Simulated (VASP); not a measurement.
# AlCo (Pm-3m) in VASP: notebook

AlCo is run at these levels: PBEsol; tasks: single point.

Program: VASP 6.6.1. These are calculated values, not measurements. Logs are shortened: lines on timing, memory, paths and dates and some standing lists are left out, and cuts for length are marked.

### 1 The cell of the first run

It takes space group Pm-3m (No. 221, cubic). The conventional cell has a = 2.823 Å, b = 2.823 Å, c = 2.823 Å, α = 90.00°, β = 90.00°, γ = 90.00°. Within 3.2 Å of Al (site symmetry m-3m) lie 8 Co at 2.45 Å and 6 Al at 2.82 Å. Co (site symmetry m-3m) has 8 Al at 2.45 Å and 6 Co at 2.82 Å within 3.2 Å.

### 2 Single point, PBEsol

The input, INCAR:

```
SYSTEM = AlCo
  ALGO = Normal
  EDIFF = 1E-6
  ENCUT = 520
  GGA = PS
  ISIF = 2
  ISMEAR = -1
  LASPH = .True.
  LCHARG = .False.
  LREAL = .False.
  LWAVE = .False.
  NBANDS = 13
  NELM = 60
  PREC = Accurate
  SIGMA = 0.1
```

The input, KPOINTS:

```
k-points
0
Gamma
  12 12 12
  0 0 0
```

The input, POSCAR:

```
AlCo
1.0
    2.8234353789      0.0000000000      0.0000000000
    0.0000000000      2.8234353789      0.0000000000
    0.0000000000      0.0000000000      2.8234353789
Al Co
1 1
Direct
    0.0000000000      0.0000000000      0.0000000000
    0.5000000000      0.5000000000      0.5000000000
```

Potentials or basis: VASP PAW PBE potentials, release 64 (Al, Co).

The run is started by

```console
cat potpaw_PBE.64/Al/POTCAR potpaw_PBE.64/Co/POTCAR > POTCAR
mpirun -np 1 vasp_std > vasp.out
```

OUTCAR:

```text
SYSTEM = AlCo
   EDIFF = 1E-6
   ENCUT = 520
   GGA = PS
   ISIF = 2
   ISMEAR = -1
   LASPH = .True.
   LREAL = .False.
   NELM = 60
   PREC = Accurate

 ion  position               nearest neighbor table
   1  0.000  0.000  0.000-   2 2.45   2 2.45   2 2.45   2 2.45   2 2.45   2 2.45   2 2.45   2 2.45

   2  0.500  0.500  0.500-   1 2.45   1 2.45   1 2.45   1 2.45   1 2.45   1 2.45   1 2.45   1 2.45

  LATTYP: Found a simple cubic cell.
 ALAT       =     2.8234353789

  Lattice vectors:

 A1 = (   2.8234353789,   0.0000000000,   0.0000000000)
 A2 = (   0.0000000000,   2.8234353789,   0.0000000000)
 A3 = (   0.0000000000,   0.0000000000,   2.8234353789)

Analysis of symmetry for initial positions (statically):
=====================================================================
 Subroutine PRICEL returns:
 Original cell was already a primitive cell.

 Routine SETGRP: Setting up the symmetry group for a
 simple cubic supercell.

 Subroutine GETGRP returns: Found 48 space group operations
 (whereof 48 operations were pure point group operations)
 out of a pool of 48 trial point group operations.

The static configuration has the point symmetry O_h .

Analysis of symmetry for dynamics (positions and initial velocities):
=====================================================================
 Subroutine PRICEL returns:
 Original cell was already a primitive cell.

 Routine SETGRP: Setting up the symmetry group for a
 simple cubic supercell.

 Subroutine GETGRP returns: Found 48 space group operations
 (whereof 48 operations were pure point group operations)
 out of a pool of 48 trial point group operations.

The dynamic configuration has the point symmetry O_h .

 Subroutine INISYM returns: Found 48 space group operations
 (whereof 48 operations are pure point group operations),
 and found     1 'primitive' translations

----------------------------------------------------------------------------------------

                                     Primitive cell

  volume of cell :      22.5078

  direct lattice vectors                    reciprocal lattice vectors
     2.823435379  0.000000000  0.000000000     0.354178462  0.000000000  0.000000000
     0.000000000  2.823435379  0.000000000     0.000000000  0.354178462  0.000000000
     0.000000000  0.000000000  2.823435379     0.000000000  0.000000000  0.354178462

  length of vectors
     2.823435379  2.823435379  2.823435379     0.354178462  0.354178462  0.354178462

  position of ions in fractional coordinates (direct lattice)
     0.000000000  0.000000000  0.000000000
     0.500000000  0.500000000  0.500000000

  ion indices of the primitive-cell ions
   primitive index   ion index
                 1           1
                 2           2

----------------------------------------------------------------------------------------

 KPOINTS: k-points

Automatic generation of k-mesh.
 Grid dimensions read from file:
 generate k-points for:   12   12   12

 Generating k-lattice:

  Cartesian coordinates                     Fractional coordinates (reciprocal lattice)
     0.029514872  0.000000000  0.000000000     0.083333333  0.000000000  0.000000000
     0.000000000  0.029514872  0.000000000     0.000000000  0.083333333  0.000000000
     0.000000000  0.000000000  0.029514872     0.000000000  0.000000000  0.083333333

  Length of vectors
     0.029514872  0.029514872  0.029514872

  Shift w.r.t. Gamma in fractional coordinates (k-lattice)
     0.000000000  0.000000000  0.000000000

 Subroutine IBZKPT returns following result:
 ===========================================

 Found     84 irreducible k-points:

 Following reciprocal coordinates:
            Coordinates               Weight
  0.000000  0.000000  0.000000      1.000000
  0.083333  0.000000  0.000000      6.000000
  0.166667  0.000000  0.000000      6.000000
  0.250000  0.000000  0.000000      6.000000
  0.333333  0.000000  0.000000      6.000000
  0.416667  0.000000  0.000000      6.000000
[... 16 lines left out ...]
  0.333333  0.333333  0.000000     12.000000
  0.416667  0.333333  0.000000     24.000000
 [... further k-points ...]
   k-points           NKPTS =     84   k-points in BZ     NKDIM =     84   number of bands    NBANDS=     13
   number of dos      NEDOS =    301   number of ions     NIONS =      2
   total plane-waves  NPLWV =  13824
   dimension x,y,z NGX =    24 NGY =   24 NGZ =   24
   dimension x,y,z NGXF=    48 NGYF=   48 NGZF=   48
   ions per type =               1   1
   NGX,Y,Z   is equivalent  to a cutoff of  14.13, 14.13, 14.13 a.u.
   NGXF,Y,Z  is equivalent  to a cutoff of  28.26, 28.26, 28.26 a.u.
 SYSTEM =  AlCo
   PREC   = accura    normal or accurate (medium, high low for compatibility)
   ISTART =      0    job   : 0-new  1-cont  2-samecut
   ICHARG =      2    charge: 1-file 2-atom 10-const
   ISPIN  =      1    spin polarized calculation?
   LNONCOLLINEAR =      F non collinear calculations
   LSORBIT =      F    spin-orbit coupling
   LASPH  =      T    aspherical Exc in radial PAW
   ENCUT  =  520.0 eV  38.22 Ry    6.18 a.u.   5.25  5.25  5.25*2*pi/ulx,y,z
   NELM   =     60;   NELMIN=  2; NELMDL= -5     # of ELM steps
   EDIFF  = 0.1E-05   stopping-criterion for ELM
   LREAL  =      F    real-space projection
   EDIFFG = 0.1E-04   stopping-criterion for IOM
   NSW    =      0    number of steps for IOM
   IBRION =     -1    ionic relax: 0-MD 1-quasi-New 2-CG
   NFREE  =      0    steps in history (QN), initial steepest desc. (CG)
   ISIF   =      2    stress and relaxation
   ISYM   =      2    0-nonsym 1-usesym 2-fastsym
   POTIM  = 0.5000    time-step for ionic-motion
   TEBEG  =    0.0;   TEEND  =   0.0 temperature during run
   PSTRESS=    0.0 pullay stress
   NELECT =      12.0000    total number of electrons
   NUPDOWN=      -1.0000    fix difference up-down
   EMIN   =  10.00;   EMAX   =-10.00  energy-range for DOS
   EFERMI =   0.00;   METHOD = LEGACY
   ISMEAR =    -1;   SIGMA  =   0.10  broadening in eV -4-tet -1-fermi 0-gaus
   EFERMI_NEDOS =   21; number of points for ismear=-14 and -15
   IALGO  =     38    algorithm
   IMIX   =      4    mixing-type and parameters
     AMIX     =   0.40;   BMIX     =  1.00
     AMIX_MAG =   1.60;   BMIX_MAG =  1.00
  volume/ion in A,a.u.               =      11.25        75.95
  Fermi-wavevector in a.u.,A,eV,Ry     =   1.327468  2.508551 23.975796  1.762171
  Thomas-Fermi vector in A             =   2.456778
   LORBIT       =      0    0 simple, 1 ext, 2 COOP (PROOUT), +10 PAW based schemes
   GGA     = PS    functional components
   LHFCALC =     F    Hartree Fock is set to
   AEXX    =    0.0000 exact exchange contribution
   IVDW    =     0    specifies the selected vdW correction
   LEPSILON=     F    determine dielectric tensor
   LRPA    =     F    only Hartree local field effects (RPA)
 non-spin polarized calculation
  energy-cutoff  :      520.00
  volume of cell :       22.51
 maximum number of plane-waves:       624
 NGX is ok and might be reduce to    24
   NGX = 11   NGY = 11   NGZ = 11

 number of electron      11.9999996 magnetization

 Free energy of the ion-electron system (eV)
  ---------------------------------------------------
  ext. energy  EPLUGINS =         0.00000000
  ---------------------------------------------------
  free energy    TOTEN  =       -13.09519878 eV

  energy without entropy =      -13.06682509  energy(sigma->0) =      -13.08101193

 E-fermi :  10.7796     XC(G=0): -12.5223

 val. band max:       10.7034370639   @ k =   0.5000   0.4167   0.0833
 cond. band min:      10.8079201859   @ k =   0.4167   0.4167   0.0000
 fundamental gap:      0.1044831220
 Fermi energy:        10.7795950357

 k-point     1 :       0.0000    0.0000    0.0000
  band No.  band energies     occupation
      1      -0.4329      2.00000
      2       7.7157      2.00000
      3       7.7157      2.00000
      4       9.9763      1.99935
      5       9.9763      1.99935
      6       9.9763      1.99935
      7      16.9313      0.00000
      8      16.9313      0.00000
      9      16.9313      0.00000
     10      19.6962      0.00000
     11      19.6962      0.00000
     12      26.5141      0.00000
     13      32.7674      0.00000

 k-point     2 :       0.0833    0.0000    0.0000
  band No.  band energies     occupation
      1      -0.2986      2.00000
      2       7.7035      2.00000
      3       7.7535      2.00000
      4       9.9028      1.99969
      5       9.9028      1.99969
      6       9.9841      1.99930
      7      15.7417      0.00000
      8      17.1186      0.00000
      9      17.1186      0.00000
     10      19.6748      0.00000
     11      20.7923      0.00000
     12      26.9413      0.00000
     13      31.3889      0.00000

 k-point     3 :       0.1667    0.0000    0.0000
  band No.  band energies     occupation
      1       0.1012      2.00000
      2       7.6143      2.00000
      3       7.8591      2.00000
      4       9.7138      1.99995
      5       9.7138      1.99995
      6      10.0055      1.99913
      7      13.9274      0.00000
      8      17.6506      0.00000
      9      17.6506      0.00000
     10      19.6125      0.00000
     11      22.2984      0.00000
     12      28.2809      0.00000
     13      29.3439      0.00000
[... 305 lines left out ...]
 k-point    23 :       0.3333    0.3333    0.0000
  band No.  band energies     occupation
      1       3.4913      2.00000
      2       7.1003      2.00000
      3       7.9247      2.00000
      4       8.8471      2.00000
      5       9.3725      2.00000
      6       9.4515      2.00000
      7      11.4935      0.00159
      8      14.0463      0.00000
      9      17.6581      0.00000
     10      21.7760      0.00000
     11      23.7492      0.00000
     12      26.5091      0.00000
     13      27.5467      0.00000

 k-point    24 :       0.4167    0.3333    0.0000
  band No.  band energies     occupation
      1       4.3706      2.00000
      2       6.5650      2.00000
      3       8.1595      2.00000
      4       8.7565      2.00000
      5       9.2694      2.00000
      6       9.4515      2.00000
      7      11.0355      0.14370
      8      14.3022      0.00000
      9      16.3104      0.00000
     10      22.7651      0.00000
     11      24.3179      0.00000
     12      25.4819      0.00000
     13      27.4443      0.00000

 [... further k-points ...]
[... 5 lines left out ...]
  --------------------------------------------------------------------------------------
  -------------------------------------------------------------------------------------
  Total        0.0175620      0.0175620      0.0175620     -0.0000000     -0.0000000     -0.0000000
  in kB        1.2501177      1.2501177      1.2501177     -0.0000000     -0.0000000     -0.0000000
  external PRESSURE =       1.2501177 kB  Pullay stress =       0.0000000 kB

 VOLUME and BASIS-vectors are now :
 -----------------------------------------------------------------------------
  energy-cutoff  :      520.00
  volume of cell :       22.51
      direct lattice vectors                 reciprocal lattice vectors
     2.823435379  0.000000000  0.000000000     0.354178462  0.000000000  0.000000000
     0.000000000  2.823435379  0.000000000     0.000000000  0.354178462  0.000000000
     0.000000000  0.000000000  2.823435379     0.000000000  0.000000000  0.354178462

 POSITION                                       TOTAL-FORCE (eV/Angst)
 -----------------------------------------------------------------------------------
      0.00000      0.00000      0.00000         0.000000      0.000000      0.000000
      1.41172      1.41172      1.41172         0.000000      0.000000      0.000000
 -----------------------------------------------------------------------------------
    total drift:                                0.000000     -0.000000     -0.000000

  FREE ENERGIE OF THE ION-ELECTRON SYSTEM (eV)
  ---------------------------------------------------
  free  energy   TOTEN  =       -13.0951987796 eV

  energy  without entropy=      -13.0668250859  energy(sigma->0) =      -13.08101193
```

Run time: 15 s. Hardware: 1 thread of Intel Xeon Platinum 8488C (Sapphire Rapids), shared host; peak memory 0.15 GiB.

What came out:

- Free energy: -13.0952 eV
- Pressure: 0.1 GPa
- Band gap on the k mesh: zero (band 6 reaches 13.19 eV, above the bottom of band 7 at 10.56 eV)

Caveat: the PAW data sets were made with another functional, which shifts forces and pressure a little. Spin polarisation is off, so any magnetic state and its effect on volume and gap are missing.

[end of part 1 of 2]
